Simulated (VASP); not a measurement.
Here is a VASP 6.6.1 calculation.

File INCAR:

```
PREC     = Accurate       # precision mode
ENCUT    = 520            # plane-wave cutoff, eV
EDIFF    = 1E-6           # SCF threshold, eV
ISMEAR   = 0              # smearing method
SIGMA    = 0.1            # smearing width, eV
LREAL    = False          # projectors in reciprocal space
LASPH    = True           # aspherical terms in the spheres
NELM     = 80             # most SCF steps
ALGO     = Normal         # electronic algorithm
ISIF     = 2              # what is computed and relaxed
LWAVE    = False          # write WAVECAR
LCHARG   = False          # write CHGCAR
GGA      = PE             # functional
NBANDS   = 42             # bands
```

The input KPOINTS:

```
Automatic mesh
0
Gamma
  10 10 6
```

The input POSCAR:

```
CuGe2F4
1.0
    3.7363924864      0.0000000000      0.0000000000
    0.0000000000      3.7363924864      0.0000000000
    0.0000000000      0.0000000000      6.8237213083
Cu Ge F
1 2 4
Direct
    0.5000000000      0.5000000000      0.0000000000
    0.5000000000      0.0000000000      0.7053058744
    0.0000000000      0.5000000000      0.2946941256
    0.5000000000      0.0000000000      0.1654605135
    0.0000000000      0.5000000000      0.8345394865
    0.5000000000      0.5000000000      0.5000000000
    0.0000000000      0.0000000000      0.5000000000
```

Potentials or basis: VASP PAW PBE potentials, release 64 (Cu, Ge_d, F).

Command:

```bash
$ cat potpaw_PBE.64/Cu/POTCAR potpaw_PBE.64/Ge_d/POTCAR potpaw_PBE.64/F/POTCAR > POTCAR
$ mpirun -np 1 vasp_std > vasp.out
```

Question: Predict the pressure.

Answer: -0.1 GPa.

Question: Estimate the largest force.

Answer: 0.013 eV/Å.

Question: Estimate the band gap on the k mesh.

Answer: Zero (an odd number of electrons rules out a gap without spin polarisation).

Forces on the atoms (eV/Å):
```
Cu   0.000  0.000  0.000
Ge   0.000  0.000  0.013
Ge   0.000  0.000 -0.013
F    0.000  0.000  0.007
F    0.000  0.000 -0.007
F    0.000  0.000  0.000
F    0.000  0.000  0.000
```

Caveat: an odd number of electrons without spin polarisation forces a metal; a magnetic or distorted state may lie lower. With open d or f shells a metallic result of PBE can be an artefact of self-interaction; +U or a hybrid may open a gap.
